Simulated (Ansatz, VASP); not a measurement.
Co in VASP and in Ansatz

File INCAR:

```
ALGO = Normal ; EDIFF = 1E-7
ENCUT = 520 ; GGA = PE
ISIF = 2 ; ISMEAR = 0
ISPIN = 2 ; LASPH = True
LCHARG = True ; LELF = True
LMAXMIX = 4 ; LORBIT = 11
LREAL = False ; LVHAR = True
LWAVE = False ; MAGMOM = 1.88
NBANDS = 14 ; NELM = 150
PREC = Accurate ; SIGMA = 0.05
```

Contents of KPOINTS:

```
k-points
0
Gamma
  20 20 20
```

The input POSCAR:

```
Co
1.0
    0.0000000000      1.7600388120      1.7600388120
    1.7600388120      0.0000000000      1.7600388120
    1.7600388120      1.7600388120      0.0000000000
Co
1
Direct
    0.0000000000      0.0000000000      0.0000000000
```

Input for Ansatz:

```yaml
crystal:
  lattice:
    - [0.0, 1.760038812, 1.760038812]
    - [1.760038812, 0.0, 1.760038812]
    - [1.760038812, 1.760038812, 0.0]
  atoms:
    - { symbol: Co, position: [0.0, 0.0, 0.0], spin: 1.88 }
basis:
  ecutwfc: 420
  ecutrho_ratio: 4
kpoints:
  mp_grid: { grid: [20, 20, 20] }
hamiltonian:
  xc: pbe
scf:
  occupations: { method: gaussian, width: 0.05 }
output:
  forces: true
  stress: true
  eigenvalues: true
  populations: true
magnetization:
  spin_polarized: true
```

Alike in both runs: task single point; functional PBE; k mesh 20 × 20 × 20; occupations gaussian, width 0.05 eV; collinear spin.

|  | VASP | Ansatz |
| --- | --- | --- |
| version | VASP 6.6.1 | Ansatz 0.2.0 |
| potentials or method | VASP PAW PBE potentials, release 64 (Co), cutoff 520 eV | scalar-relativistic, plane waves, PAW |
| valence electrons in the cell | 9 | 17 |

|  | VASP | Ansatz | Ansatz less VASP |
| --- | --- | --- | --- |
| gap on the k mesh at the Fermi level (eV) | none | none | - |
| pressure (GPa) | -0.7 | 0.0 | +0.72 |
| net moment per atom (μB) | 1.64 | 1.64 | +0.009 |
| size of the moment on the site where the two differ most (μB) | 1.65 | 1.71 | +0.059 |

Site moments also hang on the region over which each program counts them. A gap of «none» marks a metal or a gap that the smearing closes. VASP's potentials hold 9 valence electrons a cell and Ansatz's 17, so a difference there can come from the potentials and not from the codes.
